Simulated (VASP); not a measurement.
## Bi2Se3: single point with LDA

The system is Bi2Se3.

```
CELL_PARAMETERS angstrom
4.10354 0.00000 0.00000
-2.05177 3.55377 0.00000
2.05177 1.18459 9.31303
ATOMIC_POSITIONS crystal
Bi 0.19748 0.59874 0.20378
Bi 0.80252 0.40126 0.79622
Se 0.00000 0.00000 0.00000
Se 0.58115 0.79058 0.62827
Se 0.41885 0.20942 0.37173
```

| Item | Value |
| --- | --- |
| Program | VASP 6.6.1 |
| Task | single point |
| Functional | LDA |
| Potentials or basis | VASP PAW LDA potentials, release 64 (Bi_d, Se) |
| Cutoff | 520 eV |
| k mesh | 9 × 9 × 4 |
| Occupations | gaussian, width 0.1 eV |
| Spin | no spin polarisation |
| Dipole correction | no |
| Further INCAR settings | ALGO = Normal; EDIFF = 1e-07; NBANDS = 32; ISYM = 0 |

The pressure is 0.2 GPa. The largest force is 0.031 eV/Å and the band gap on the k mesh is 0.04 eV.

Forces in eV/Å, atoms in the order of the input:
```
Bi   0.000  0.000 -0.013
Bi   0.000  0.000  0.013
Se   0.000  0.000  0.000
Se   0.000  0.000 -0.031
Se   0.000  0.000  0.031
```

Levels at points of the mesh, in eV from the valence-band top:
```csv
k point,band 22,band 23,band 24,band 25,band 26,band 27
"(0.00, 0.00, 0.00)",-1.32,-1.32,0.00,0.04,1.16,1.16
"(0.00, 0.00, 0.50)",-1.59,-1.59,-0.62,0.65,1.58,1.58
```

Wall time 9 min on 1 thread of Intel(R) Xeon(R) Platinum 8259CL CPU @ 2.50GHz (Skylake/Cascade Lake) (shared host), peak memory 0.63 GiB.

Caveat: spin-orbit coupling is left out, which moves the levels of the heavy elements. A k mesh can miss the band edges.
